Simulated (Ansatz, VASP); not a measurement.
**KCl in VASP and in Ansatz**

```
K Cl
1.0
     0.00000    3.50728    3.50728
     3.50728    0.00000    3.50728
     3.50728    3.50728    0.00000
K Cl
1 1
Direct
  0.00000 0.00000 0.00000
  0.25000 0.25000 0.25000
```

Alike in both runs: task single point; functional PBE-based screened hybrid with a share of 0.05 of exact exchange and HFSCREEN = 0.3; k mesh 4 × 4 × 4; no spin polarisation.

|  | VASP | Ansatz |
| --- | --- | --- |
| version | VASP 6.6.1 | Ansatz 0.2.0 |
| potentials or method | VASP PAW PBE potentials, release 64 (K_sv, Cl) | plane waves |
| plane-wave cutoff (eV) | 520 | 420 |
| occupations | gaussian, width 0.01 eV | fixed |
| valence electrons in the cell | 16 | 16 |

|  | VASP | Ansatz | Ansatz less VASP |
| --- | --- | --- | --- |
| gap on the k mesh at the Fermi level (eV) | 4.97 | 4.97 | +0.001 |
| pressure (GPa) | 0.3 | 0.3 | -0.02 |

VASP's potentials were made for PBE, not for PBE-based screened hybrid. Ansatz's warnings: stress exchange threshold loose, stress scf threshold loose.
